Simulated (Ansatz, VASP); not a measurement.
## MgO: VASP beside Ansatz

File INCAR:

```
PREC     = Accurate       # precision mode
ENCUT    = 600            # plane-wave cutoff, eV
EDIFF    = 1E-6           # SCF threshold, eV
ISMEAR   = 0              # smearing method
SIGMA    = 0.01           # smearing width, eV
LREAL    = F              # projectors in reciprocal space
LASPH    = T              # aspherical terms in the spheres
NELM     = 120            # most SCF steps
ALGO     = Normal         # electronic algorithm
ISIF     = 2              # what is computed and relaxed
LWAVE    = F              # write WAVECAR
LCHARG   = F              # write CHGCAR
GGA      = CA             # functional
NBANDS   = 11             # bands
GGA_COMPAT= F
```

File KPOINTS:

```
Automatic mesh
0
Gamma
  8 8 8
```

POSCAR

```
MgO
1.0
    0.0000000000      2.1021680256      2.1021680256
    2.1021680256      0.0000000000      2.1021680256
    2.1021680256      2.1021680256      0.0000000000
Mg O
1 1
Direct
    0.0000000000      0.0000000000      0.0000000000
    0.5000000000      0.5000000000      0.5000000000
```

Input for Ansatz:

```yaml
crystal:
  lattice:
    - [0.0, 2.1021680256, 2.1021680256]
    - [2.1021680256, 0.0, 2.1021680256]
    - [2.1021680256, 2.1021680256, 0.0]
  atoms:
    - { symbol: Mg, position: [0.0, 0.0, 0.0] }
    - { symbol: O, position: [0.5, 0.5, 0.5] }
kpoints:
  mp_grid: { grid: [8, 8, 8] }
hamiltonian:
  xc: lda
scf:
  occupations: { method: fixed }
  n_extra_bands: 4
output:
  forces: true
  stress: true
  eigenvalues: true
```

Alike in both runs: task single point; functional LDA; k mesh 8 × 8 × 8; no spin polarisation.

|  | VASP | Ansatz |
| --- | --- | --- |
| version | VASP 6.6.1 | Ansatz 0.2.0 |
| potentials or method | VASP PAW LDA potentials, release 64 (Mg, O) | plane waves |
| plane-wave cutoff (eV) | 600 | 420 |
| occupations | gaussian, width 0.01 eV | fixed |
| valence electrons in the cell | 8 | 16 |

Ansatz gave:

| Property | Result |
| --- | --- |
| gap on the k mesh at the Fermi level (eV) | 4.71 |
| pressure (GPa) | -5.2 |

Question: Estimate VASP's values.

Answer: gap on the k mesh at the Fermi level (eV): 4.71; pressure (GPa): -7.2.

LDA's correlation is that of Perdew and Zunger in VASP and of Perdew and Wang (1992) in Ansatz. VASP's potentials hold 8 valence electrons a cell and Ansatz's 16, so a difference there can come from the potentials and not from the codes.
